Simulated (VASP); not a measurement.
A run of VASP 6.6.1 is set up as follows.

Contents of INCAR:

```
SYSTEM = Sn
ALGO = Normal
EDIFF = 1E-6
ENCUT = 520
GGA = CA
ISIF = 2
ISMEAR = 1
LASPH = .TRUE.
LCHARG = .TRUE.
LELF = .TRUE.
LREAL = .FALSE.
LVHAR = .TRUE.
LWAVE = .FALSE.
NBANDS = 13
NELM = 60
PREC = Accurate
SIGMA = 0.1
```

KPOINTS

```
k-points
0
G
  14 14 14
  0 0 0
```

The input POSCAR:

```
Sn
1.0
   -1.7265400000      1.7755500000      2.3695178667
    1.7265400000     -1.7755500000      2.3695178667
    1.7265400000      1.7755500000     -2.3695178667
Sn
1
Direct
    0.0000000000      0.0000000000      0.0000000000
```

Potentials or basis: VASP PAW LDA potentials, release 64 (Sn_d).

Command:

```console
$ cat potpaw_LDA.64/Sn_d/POTCAR > POTCAR
$ mpirun -np 1 vasp_std > vasp.out
```

Task: What does it give for the pressure?

Result: -5.0 GPa.

Task: What does it give for the band gap on the k mesh?

Result: Zero (bands 7 and 8 overlap by 8.60 eV).

Stress tensor (GPa, compression positive):
```
-4.98  0.00  0.00
 0.00 -4.78  0.00
 0.00  0.00 -5.22
```

Caveat: the cell stands under tension; spin-orbit coupling is left out, which moves the levels of the heavy elements.
